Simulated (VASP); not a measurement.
# Ga2As3 (R-3c) in VASP: a series of runs

Runs on Ga2As3. Level: PBE. Tasks: single point, relaxation of cell and atoms.

Program: VASP 6.6.1. These are calculated values, not measurements. Logs are shortened: lines on timing, memory, paths and dates and some standing lists are left out, and cuts for length are marked.

### 1 The cell of the first run

Symmetry: R-3c, No. 167, trigonal system. Conventional cell: a = 6.357 Å, b = 6.357 Å, c = 19.687 Å, α = 90.00°, β = 90.00°, γ = 120.00°. Ga (site symmetry 3) has 6 As at 2.65 to 2.71 Å within 3.5 Å. Within 3.5 Å of As (site symmetry 2) lie 4 Ga at 2.65 to 2.71 Å and 2 As at 2.80 Å.

### 2 Single point, PBE

INCAR

```
PREC = Accurate
ENCUT = 520
EDIFF = 1E-6
ISMEAR = 0
SIGMA = 0.1
LREAL = F
LASPH = T
NELM = 80
ALGO = Normal
ISIF = 2
LWAVE = F
LCHARG = F
GGA = PE
NBANDS = 52
```

KPOINTS

```
regular mesh
0
Gamma
  3 3 3
```

POSCAR

```
Ga2As3
1.0
    3.1786605001      1.8352004954      6.5623390470
   -3.1786605001      1.8352004954      6.5623390470
    0.0000000000     -3.6704009909      6.5623390470
Ga As
4 6
Direct
    0.8604051058      0.8604051058      0.8604051058
    0.6395948942      0.6395948942      0.6395948942
    0.1395948942      0.1395948942      0.1395948942
    0.3604051058      0.3604051058      0.3604051058
    0.0044599915      0.4955400085      0.7500000000
    0.7500000000      0.0044599915      0.4955400085
    0.4955400085      0.7500000000      0.0044599915
    0.9955400085      0.5044599915      0.2500000000
    0.2500000000      0.9955400085      0.5044599915
    0.5044599915      0.2500000000      0.9955400085
```

Potentials or basis: VASP PAW PBE potentials, release 64 (Ga_d, As).

Run with:

```
$ cat potpaw_PBE.64/Ga_d/POTCAR potpaw_PBE.64/As/POTCAR > POTCAR
$ mpirun -np 1 vasp_std > vasp.out
```

OUTCAR:

```text
PREC = Accurate
   ENCUT = 520
   EDIFF = 1E-6
   ISMEAR = 0
   LREAL = F
   LASPH = T
   NELM = 80
   ISIF = 2
   GGA = PE

 ion  position               nearest neighbor table
   1  0.860  0.860  0.860-  10 2.65   8 2.65   9 2.65   5 2.71   7 2.71   6 2.71
   2  0.640  0.640  0.640-   9 2.65   8 2.65  10 2.65   5 2.71   6 2.71   7 2.71
   3  0.140  0.140  0.140-   7 2.65   5 2.65   6 2.65   8 2.71  10 2.71   9 2.71
   4  0.360  0.360  0.360-   6 2.65   5 2.65   7 2.65   8 2.71   9 2.71  10 2.71
   5  0.004  0.496  0.750-   3 2.65   4 2.65   1 2.71   2 2.71   6 2.80   7 2.80
   6  0.750  0.004  0.496-   4 2.65   3 2.65   2 2.71   1 2.71   5 2.80   7 2.80
   7  0.496  0.750  0.004-   3 2.65   4 2.65   1 2.71   2 2.71   5 2.80   6 2.80
   8  0.996  0.504  0.250-   1 2.65   2 2.65   3 2.71   4 2.71  10 2.80   9 2.80
   9  0.250  0.996  0.504-   2 2.65   1 2.65   4 2.71   3 2.71   8 2.80  10 2.80
  10  0.504  0.250  0.996-   1 2.65   2 2.65   3 2.71   4 2.71   8 2.80   9 2.80

  LATTYP: Found a trigonal (rhomboedric) cell.
 ALAT       =     7.5190516158
 COS(alpha) =     0.6425690514

  Lattice vectors:

 A1 = (   3.1786605001,   1.8352004954,   6.5623390470)
 A2 = (  -3.1786605001,   1.8352004954,   6.5623390470)
 A3 = (   0.0000000000,  -3.6704009909,   6.5623390470)

Analysis of symmetry for initial positions (statically):
=====================================================================
 Subroutine PRICEL returns:
 Original cell was already a primitive cell.

 Routine SETGRP: Setting up the symmetry group for a
 trigonal (rhombohedral) supercell.

 Subroutine GETGRP returns: Found 12 space group operations
 (whereof  6 operations were pure point group operations)
 out of a pool of 12 trial point group operations.

The static configuration has the point symmetry S_6 .
 The point group associated with its full space group is D_3d.

Analysis of symmetry for dynamics (positions and initial velocities):
=====================================================================
 Subroutine PRICEL returns:
 Original cell was already a primitive cell.

 Routine SETGRP: Setting up the symmetry group for a
 trigonal (rhombohedral) supercell.

 Subroutine GETGRP returns: Found 12 space group operations
 (whereof  6 operations were pure point group operations)
 out of a pool of 12 trial point group operations.

The dynamic configuration has the point symmetry S_6 .
 The point group associated with its full space group is D_3d.

 Subroutine INISYM returns: Found 12 space group operations
 (whereof  6 operations are pure point group operations),
 and found     1 'primitive' translations

----------------------------------------------------------------------------------------

                                     Primitive cell

  volume of cell :     229.6876

  direct lattice vectors                    reciprocal lattice vectors
     3.178660500  1.835200495  6.562339047     0.157298963  0.090816599  0.050794897
    -3.178660500  1.835200495  6.562339047    -0.157298963  0.090816599  0.050794897
     0.000000000 -3.670400991  6.562339047     0.000000000 -0.181633197  0.050794897

  length of vectors
     7.519051616  7.519051616  7.519051616     0.188602067  0.188602067  0.188602067

  position of ions in fractional coordinates (direct lattice)
     0.860405106  0.860405106  0.860405106
     0.639594894  0.639594894  0.639594894
     0.139594894  0.139594894  0.139594894
     0.360405106  0.360405106  0.360405106
     0.004459991  0.495540009  0.750000000
     0.750000000  0.004459991  0.495540009
     0.495540009  0.750000000  0.004459991
     0.995540009  0.504459991  0.250000000
     0.250000000  0.995540009  0.504459991
     0.504459991  0.250000000  0.995540009

  ion indices of the primitive-cell ions
   primitive index   ion index
                 1           1
                 2           2
                 3           3
                 4           4
                 5           5
                 6           6
                 7           7
                 8           8
                 9           9
                10          10

----------------------------------------------------------------------------------------

 KPOINTS: regular mesh

Automatic generation of k-mesh.
 Grid dimensions read from file:
 generate k-points for:    3    3    3

 Generating k-lattice:

  Cartesian coordinates                     Fractional coordinates (reciprocal lattice)
     0.052432988  0.030272200  0.016931632     0.333333333  0.000000000  0.000000000
    -0.052432988  0.030272200  0.016931632     0.000000000  0.333333333  0.000000000
     0.000000000 -0.060544399  0.016931632     0.000000000  0.000000000  0.333333333

  Length of vectors
     0.062867356  0.062867356  0.062867356

  Shift w.r.t. Gamma in fractional coordinates (k-lattice)
     0.000000000  0.000000000  0.000000000

 Subroutine IBZKPT returns following result:
 ===========================================

[... 35 lines left out ...]
   ISYM   =      2    0-nonsym 1-usesym 2-fastsym
   POTIM  = 0.5000    time-step for ionic-motion
   TEBEG  =    0.0;   TEEND  =   0.0 temperature during run
   PSTRESS=    0.0 pullay stress
   NELECT =      82.0000    total number of electrons
   NUPDOWN=      -1.0000    fix difference up-down
   EMIN   =  10.00;   EMAX   =-10.00  energy-range for DOS
   EFERMI =   0.00;   METHOD = LEGACY
   ISMEAR =     0;   SIGMA  =   0.10  broadening in eV -4-tet -1-fermi 0-gaus
   EFERMI_NEDOS =   21; number of points for ismear=-14 and -15
   IALGO  =     38    algorithm
   IMIX   =      4    mixing-type and parameters
     AMIX     =   0.40;   BMIX     =  1.00
     AMIX_MAG =   1.60;   BMIX_MAG =  1.00
  volume/ion in A,a.u.               =      22.97       155.00
  Fermi-wavevector in a.u.,A,eV,Ry     =   1.161360  2.194652 18.350959  1.348757
  Thomas-Fermi vector in A             =   2.297933
   LORBIT       =      0    0 simple, 1 ext, 2 COOP (PROOUT), +10 PAW based schemes
   GGA     = PE    functional components
   LHFCALC =     F    Hartree Fock is set to
   AEXX    =    0.0000 exact exchange contribution
   IVDW    =     0    specifies the selected vdW correction
   LEPSILON=     F    determine dielectric tensor
   LRPA    =     F    only Hartree local field effects (RPA)
 non-spin polarized calculation
 Gauss-broadening in eV      SIGMA  =   0.10
  energy-cutoff  :      520.00
  volume of cell :      229.69
 maximum number of plane-waves:      6200
   NGX = 27   NGY = 27   NGZ = 27

 number of electron      82.0000004 magnetization

 Free energy of the ion-electron system (eV)
  ---------------------------------------------------
  ext. energy  EPLUGINS =         0.00000000
  ---------------------------------------------------
  free energy    TOTEN  =       -38.11142979 eV

  energy without entropy =      -38.08665305  energy(sigma->0) =      -38.09904142

 E-fermi :   3.8822     XC(G=0):  -9.6321

 val. band max:        3.7778073127   @ k =  -0.3333   0.3333   0.0000
 cond. band min:       3.9475031353   @ k =   0.3333   0.0000   0.0000
 fundamental gap:      0.1696958225
 Fermi energy:         3.8821856076

 k-point     1 :       0.0000    0.0000    0.0000
  band No.  band energies     occupation
      1     -10.8980      2.00000
      2     -10.8980      2.00000
      3     -10.8703      2.00000
      4     -10.8529      2.00000
      5     -10.8529      2.00000
      6     -10.8337      2.00000
[... 44 lines left out ...]
     51       7.8425      0.00000
     52       8.6925      0.00000

 k-point     2 :       0.3333    0.0000    0.0000
  band No.  band energies     occupation
      1     -10.9039      2.00000
      2     -10.8902      2.00000
      3     -10.8844      2.00000
      4     -10.8624      2.00000
      5     -10.8451      2.00000
      6     -10.8386      2.00000
[... 44 lines left out ...]
     51       8.5876      0.00000
     52       8.7187      0.00000
[... 163 lines left out ...]
     51       9.0135      0.00000
     52       9.3741      0.00000

 k-point     6 :      -0.3333    0.3333    0.3333
  band No.  band energies     occupation
      1     -10.9041      2.00000
      2     -10.8906      2.00000
      3     -10.8842      2.00000
      4     -10.8596      2.00000
      5     -10.8558      2.00000
      6     -10.8405      2.00000
[... 44 lines left out ...]
     51       8.9923      0.00000
     52       9.1944      0.00000

------------------------ aborting loop because EDIFF is reached ----------------------------------------

  FORCE on cell =-STRESS in cart. coord.  units (eV):
  Direction    XX          YY          ZZ          XY          YZ          ZX
  --------------------------------------------------------------------------------------
  -------------------------------------------------------------------------------------
  Total       -0.0962495     -0.0962495      0.7271849      0.0000000     -0.0000000      0.0000000
  in kB       -0.6713849     -0.6713849      5.0724509      0.0000000     -0.0000000      0.0000000
  external PRESSURE =       1.2432270 kB  Pullay stress =       0.0000000 kB

 VOLUME and BASIS-vectors are now :
 -----------------------------------------------------------------------------
  energy-cutoff  :      520.00
  volume of cell :      229.69
      direct lattice vectors                 reciprocal lattice vectors
     3.178660500  1.835200495  6.562339047     0.157298963  0.090816599  0.050794897
    -3.178660500  1.835200495  6.562339047    -0.157298963  0.090816599  0.050794897
     0.000000000 -3.670400991  6.562339047     0.000000000 -0.181633197  0.050794897

 POSITION                                       TOTAL-FORCE (eV/Angst)
 -----------------------------------------------------------------------------------
      0.00000     -0.00000     16.93881        -0.000000      0.000000     -0.015213
      0.00000     -0.00000     12.59172        -0.000000     -0.000000      0.015213
      0.00000     -0.00000      2.74821        -0.000000     -0.000000      0.015213
      0.00000     -0.00000      7.09530        -0.000000      0.000000     -0.015213
     -1.56098     -1.83520      8.20292         0.010795      0.000000      0.000000
      2.36982     -0.43425      8.20292        -0.005397      0.009349      0.000000
     -0.80884      2.26945      8.20292        -0.005397     -0.009349      0.000000
      1.56098      1.83520     11.48409        -0.010795      0.000000      0.000000
     -2.36982      0.43425     11.48409         0.005397     -0.009349      0.000000
      0.80884     -2.26945     11.48409         0.005397      0.009349      0.000000
 -----------------------------------------------------------------------------------
    total drift:                               -0.000000     -0.000000      0.000000

  FREE ENERGIE OF THE ION-ELECTRON SYSTEM (eV)
  ---------------------------------------------------
  free  energy   TOTEN  =       -38.1114297903 eV

  energy  without entropy=      -38.0866530492  energy(sigma->0) =      -38.09904142
```

Wall time 2.7 min (1 thread of Intel Xeon Platinum 8259CL at 2.50GHz (Skylake/Cascade Lake), shared host); peak memory 0.43 GiB.

What came out:

- Free energy: -38.1114 eV
- Pressure: 0.1 GPa
- Largest force: 0.015 eV/Å
- Band gap on the k mesh: zero (bands 41 and 42 overlap by 0.95 eV)

Forces on the atoms (eV/Å):
```
Ga   0.000  0.000 -0.015
Ga   0.000  0.000  0.015
Ga   0.000  0.000  0.015
Ga   0.000  0.000 -0.015
As   0.011  0.000  0.000
As  -0.005  0.009  0.000
As  -0.005 -0.009  0.000
As  -0.011  0.000  0.000
As   0.005 -0.009  0.000
As   0.005  0.009  0.000
```

Caveat: the k points lie up to 0.40 Å⁻¹ apart, too coarse for converged energies and pressures of a metal.

### 3 Relaxation of cell and atoms, PBE

This run uses another cell than the first one, of 19.86 Å³/atom.

INCAR

```
SYSTEM = Ga2As3
PREC = Accurate ; ENCUT = 600
EDIFF = 1E-6 ; ISMEAR = 0
SIGMA = 0.1 ; LREAL = .FALSE.
LASPH = .TRUE. ; NELM = 100
ALGO = Normal ; ISIF = 3
LWAVE = .FALSE. ; LCHARG = .FALSE.
GGA = PE ; IBRION = 2
NSW = 90 ; EDIFFG = -0.04
```

KPOINTS

```
Automatic mesh
0
G
  3 3 3
  0 0 0
```

POSCAR

```
Ga2As3
1.0
    3.1582285983      1.8234041314      5.7484503220
   -3.1582285983      1.8234041314      5.7484503220
    0.0000000000     -3.6468082629      5.7484503220
Ga As
4 6
Direct
    0.8521800000      0.8521800000      0.8521800000
    0.6478200000      0.6478200000      0.6478200000
    0.1478200000      0.1478200000      0.1478200000
    0.3521800000      0.3521800000      0.3521800000
    0.0562500000      0.4437500000      0.7500000000
    0.7500000000      0.0562500000      0.4437500000
    0.4437500000      0.7500000000      0.0562500000
    0.9437500000      0.5562500000      0.2500000000
    0.2500000000      0.9437500000      0.5562500000
    0.5562500000      0.2500000000      0.9437500000
```

Potentials or basis: VASP PAW PBE potentials, release 64 (Ga_d, As).

Run with:

```
$ cat potpaw_PBE.64/Ga_d/POTCAR potpaw_PBE.64/As/POTCAR > POTCAR
$ mpirun -np 1 vasp_std > vasp.out
```

Wall time 34 min (1 thread of Intel Xeon Platinum 8259CL at 2.50GHz (Skylake/Cascade Lake), shared host); peak memory 0.45 GiB.

The run converged. Its results:

| Item | Value |
| --- | --- |
| Free energy | -38.1188 eV |
| Relaxed volume | 23.11 Å³/atom |
| Relaxed cell | a = 7.655 Å, b = 7.655 Å, c = 7.655 Å, α = 48.55°, β = 48.55°, γ = 48.55° |
| Space group after relaxing (to 0.1 Å) | R-3c (No. 167) |
| Energy gained by relaxing | 127.4 meV/atom |
| Ionic steps | 21 |
| Pressure after relaxing | 0.2 GPa |
| Largest force after relaxing | 0.028 eV/Å |
| Band gap on the k mesh | zero (bands 41 and 42 overlap by 0.86 eV) |

Forces in eV/Å, atoms in the order of the input:
```
Ga   0.000  0.000  0.024
Ga   0.000  0.000 -0.024
Ga   0.000  0.000 -0.024
Ga   0.000  0.000  0.024
As   0.028  0.000  0.000
As  -0.014  0.025  0.000
As  -0.014 -0.025  0.000
As  -0.028  0.000  0.000
As   0.014 -0.025  0.000
As   0.014  0.025  0.000
```

The path:
| step | energy change (eV) | largest force (eV/Å) | pressure (GPa) | volume (Å³) |
| --- | --- | --- | --- | --- |
| 1 | 0.0000 | 0.3732 | 8.24 | 198.62 |
| 2 | -0.4870 | 0.3357 | -2.06 | 229.46 |
| 3 | -0.5322 | 0.3342 | -0.02 | 221.25 |
| 4 | -0.5326 | 0.3335 | -0.18 | 221.89 |
| 5 | -0.5703 | 0.3351 | -0.17 | 221.87 |
| 6 | -0.7009 | 0.3397 | -0.08 | 221.78 |
| 7 | -0.9641 | 0.2226 | 0.60 | 221.48 |
| 8 | -0.9179 | 0.8722 | 4.60 | 220.45 |
| 9 | -1.0746 | 0.4355 | 1.56 | 221.15 |
| 10 | -1.0810 | 0.5241 | 2.09 | 221.02 |
| 11 | -1.0976 | 0.5144 | 2.03 | 221.64 |
| 12 | -1.1392 | 0.4852 | 1.81 | 223.51 |
| 13 | -1.1848 | 0.4263 | 1.69 | 227.20 |
| 14 | -1.1876 | 0.4212 | 1.75 | 228.83 |
| 15 | -1.2234 | 0.3138 | 1.01 | 230.60 |
| 16 | -1.2540 | 0.1828 | 0.01 | 233.57 |
| 17 | -1.2566 | 0.1353 | -0.45 | 234.77 |
| 18 | -1.2615 | 0.1166 | -0.37 | 234.24 |
| 19 | -1.2714 | 0.0649 | -0.11 | 232.63 |
| 20 | -1.2697 | 0.0344 | 0.45 | 229.42 |
| 21 | -1.2740 | 0.0284 | 0.18 | 231.15 |

Final structure:
```yaml
crystal:
  lattice:
    - [3.14717, 1.81702, 6.73694]
    - [-3.14717, 1.81702, 6.73694]
    - [0.00000, -3.63403, 6.73694]
  atoms:
    - { symbol: Ga, position: [0.85805, 0.85805, 0.85805] }
    - { symbol: Ga, position: [0.64195, 0.64195, 0.64195] }
    - { symbol: Ga, position: [0.14195, 0.14195, 0.14195] }
    - { symbol: Ga, position: [0.35805, 0.35805, 0.35805] }
    - { symbol: As, position: [0.00543, 0.49457, 0.75000] }
    - { symbol: As, position: [0.75000, 0.00543, 0.49457] }
    - { symbol: As, position: [0.49457, 0.75000, 0.00543] }
    - { symbol: As, position: [0.99457, 0.50543, 0.25000] }
    - { symbol: As, position: [0.25000, 0.99457, 0.50543] }
    - { symbol: As, position: [0.50543, 0.25000, 0.99457] }
```

Levels at points of the mesh, in eV from the Fermi level:
```tsv
k point	band 38	band 39	band 40	band 41	band 42	band 43	band 44	band 45
(0.00, 0.00, 0.00)	-0.78	-0.78	-0.32	-0.32	1.51	1.73	1.73	2.07
```

Caveat: the k points lie up to 0.40 Å⁻¹ apart in the final cell, too coarse for converged energies and pressures of a metal; the volume moved by over 15 % at a fixed basis, so the end points are rough.

### 4 Single point, PBE

This run uses another cell than the first one, of 19.86 Å³/atom.

INCAR

```
PREC = Accurate
ENCUT = 520
EDIFF = 1E-7
ISMEAR = 0
SIGMA = 0.1
LREAL = F
LASPH = T
NELM = 100
ALGO = Normal
ISIF = 2
LWAVE = F
LCHARG = F
GGA = PE
NBANDS = 52
```

KPOINTS

```
Automatic mesh
0
Gamma
  6 6 6
```

POSCAR is that of step 3.

Run with:

```
$ cat potpaw_PBE.64/Ga_d/POTCAR potpaw_PBE.64/As/POTCAR > POTCAR
$ mpirun -np 1 vasp_std > vasp.out
```

It took 12 min on 1 thread of Intel Xeon Platinum 8259CL at 2.50GHz (Skylake/Cascade Lake), shared host; peak memory 0.55 GiB.

Results (log left out):

```yaml
Free_energy: -37.1415 eV
Pressure: 7.8 GPa
Largest_force: 0.318 eV/Å
Band_gap_on_the_k_mesh: zero (bands 41 and 42 overlap by 1.40 eV)
```

Forces in eV/Å, atoms in the order of the input:
```
Ga   0.000  0.000 -0.016
Ga   0.000  0.000  0.016
Ga   0.000  0.000  0.016
Ga   0.000  0.000 -0.016
As  -0.318  0.000  0.000
As   0.159 -0.275  0.000
As   0.159  0.275  0.000
As   0.318  0.000  0.000
As  -0.159  0.275  0.000
As  -0.159 -0.275  0.000
```

Stress tensor (GPa, compression positive):
```
8.68 0.00 0.00
0.00 8.68 0.00
0.00 0.00 6.14
```

Levels at points of the mesh, in eV from the Fermi level:
```
           k point  band 37  band 38  band 39  band 40  band 41  band 42  band 43  band 44  band 45  band 46
(0.00, 0.00, 0.00)    -0.55    -0.10    -0.01    -0.01     0.66     0.72     0.72     1.03     1.03     2.80
(0.50, 0.00, 0.00)    -1.33    -1.33    -0.77    -0.77    -0.57    -0.57     0.76     0.76     2.15     2.15
(0.50, 0.50, 0.00)    -1.80    -1.52    -1.15    -0.85    -0.62     0.18     0.78     0.85     2.15     2.85
(0.50, 0.50, 0.50)    -1.43    -1.43    -1.43    -1.43     0.83     0.83     0.83     0.83     0.99     0.99
```

Caveat: the cell stands under pressure.

### 5 Summary

```csv
task,cell,k mesh,cutoff (eV),gap on the mesh (eV),pressure (GPa),largest force (eV/Å)
single point,"a = 7.519 Å, angles 50.0°, 10 atoms, atomic positions A",3 × 3 × 3,520,none,0.1,0.02
relaxation of cell and atoms,"relaxed from a = 6.808 Å, angles 55.3°, 10 atoms, atomic positions B",3 × 3 × 3,600,none,0.2,0.03
single point,"a = 6.808 Å, angles 55.3°, 10 atoms, atomic positions B",6 × 6 × 6,520,none,7.8,0.32
```

Alike in all rows: level PBE; potentials or basis VASP PAW PBE potentials, release 64 (Ga_d, As); no spin polarisation; smearing gaussian 0.1 eV.

Caveats: some runs use coarse meshes; the volume moved by over 15 % at a fixed basis, so the end points are rough (at least some runs); the cell stands under pressure (at least some runs).

Absolute energies hang on the potentials; compare differences alone.

The gap in the log of VASP goes by the Fermi energy; the results here count the filled bands.